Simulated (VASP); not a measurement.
A run of VASP 6.6.1 is set up as follows.

INCAR

```
SYSTEM = Ge
ALGO = Normal
EDIFF = 1E-7
ENCUT = 520
GGA = PE
GGA_COMPAT = .False.
ISIF = 2
ISMEAR = -1
LASPH = .True.
LCHARG = .False.
LORBIT = 11
LORBMOM = .True.
LREAL = .False.
LSORBIT = .True.
LWAVE = .False.
MAGMOM = 0 0 0 0 0 0
NBANDS = 40
NELM = 150
PREC = Accurate
SIGMA = 0.05
```

KPOINTS

```
k-points
0
Gamma
  8 8 8
  0 0 0
```

File POSCAR:

```
Ge
1.0
    0.0000000000      2.8099234548      2.8099234548
    2.8099234548      0.0000000000      2.8099234548
    2.8099234548      2.8099234548      0.0000000000
Ge
2
Direct
    0.7500000000      0.7500000000      0.7500000000
    0.5000000000      0.5000000000      0.5000000000
```

Potentials or basis: VASP PAW PBE potentials, release 64 (Ge_d).

Run with:

```sh
$ cat potpaw_PBE.64/Ge_d/POTCAR > POTCAR
$ mpirun -np 1 vasp_ncl > vasp.out
```

What does it give for the pressure?

5.1 GPa.

Estimate the net moment.

0.00 μB per cell.

Moments on the atoms (μB; x, y, z):
```
Ge  0.00 0.00 0.00
Ge  0.00 0.00 0.00
```

Caveat: the cell stands under pressure.
